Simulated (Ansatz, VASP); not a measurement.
**Pd: VASP beside Ansatz**

```
Pd
1.0
     2.77996    0.00000    0.00000
    -1.38998    2.40752    0.00000
     0.00000    0.00000   22.93001
Pd
10
Direct
  0.00000 0.00000 0.99930
  0.33333 0.66667 0.09872
  0.66667 0.33333 0.19886
  0.33333 0.66667 0.29962
  0.66667 0.33333 0.40038
  0.33333 0.66667 0.50114
  0.66667 0.33333 0.60128
  0.00000 0.00000 0.70070
  0.33333 0.66667 0.80022
  0.66667 0.33333 0.89978
```

Alike in both runs: functional PBE; k mesh 18 × 18 × 2; occupations gaussian, width 0.1 eV; no spin polarisation.

Ansatz relaxed the structure, and its values are those at the end. VASP's run is a single point on that final structure, the one shown.

```csv
,VASP,Ansatz
version,VASP 6.6.1,Ansatz 0.2.0
potentials or method,"VASP PAW PBE potentials, release 64 (Pd), cutoff 520 eV","scalar-relativistic, plane waves, PAW"
valence electrons in the cell,100,180
```

|  | VASP | Ansatz | Ansatz less VASP |
| --- | --- | --- | --- |
| gap on the k mesh at the Fermi level (eV) | none | none | - |
| pressure (GPa) | -0.3 | 0.0 | +0.29 |

A gap of «none» marks a metal or a gap that the smearing closes. VASP's potentials hold 100 valence electrons a cell and Ansatz's 180, so a difference there can come from the potentials and not from the codes.
